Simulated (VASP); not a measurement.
Here is a VASP 6.6.1 calculation.

File INCAR:

```
ALGO     = Normal         # electronic algorithm
EDIFF    = 1E-8           # SCF threshold, eV
ENCUT    = 520            # plane-wave cutoff, eV
IBRION   = 8              # ionic algorithm
ISIF     = 2              # what is computed and relaxed
ISMEAR   = 0              # smearing method
LASPH    = True           # aspherical terms in the spheres
LCHARG   = False          # write CHGCAR
LREAL    = False          # projectors in reciprocal space
LWAVE    = False          # write WAVECAR
NBANDS   = 16             # bands
NELM     = 100            # most SCF steps
NSW      = 1              # ionic steps
PREC     = Accurate       # precision mode
SIGMA    = 0.01           # smearing width, eV
```

KPOINTS

```
k-points
0
Gamma
  8 8 8
```

Contents of POSCAR:

```
GaP
1.0
    2.6361962605      2.6361962605      0.0000000000
   -2.6361962605      2.6361962605      0.0000000000
    0.0000000000      2.6361962605      2.6361962605
Ga P
1 1
Direct
    0.0000000000      0.0000000000      0.0000000000
    0.7500000000      0.2500000000      0.5000000000
```

Potentials or basis: VASP PAW LDA potentials, release 64 (Ga_d, P).

Command:

```sh
$ cat potpaw_LDA.64/Ga_d/POTCAR potpaw_LDA.64/P/POTCAR > POTCAR
$ mpirun -np 1 vasp_std > vasp.out
```

Predict the highest phonon frequency at Γ, LO-TO splitting left out.

396 cm⁻¹.

Phonon frequencies in cm⁻¹ (negative: imaginary):
| q point | frequencies |
| --- | --- |
| (0.000, 0.000, 0.000) | 0 0 0 396 396 396 |

Caveat: the cell wasn't relaxed at this level first, which shifts response properties.
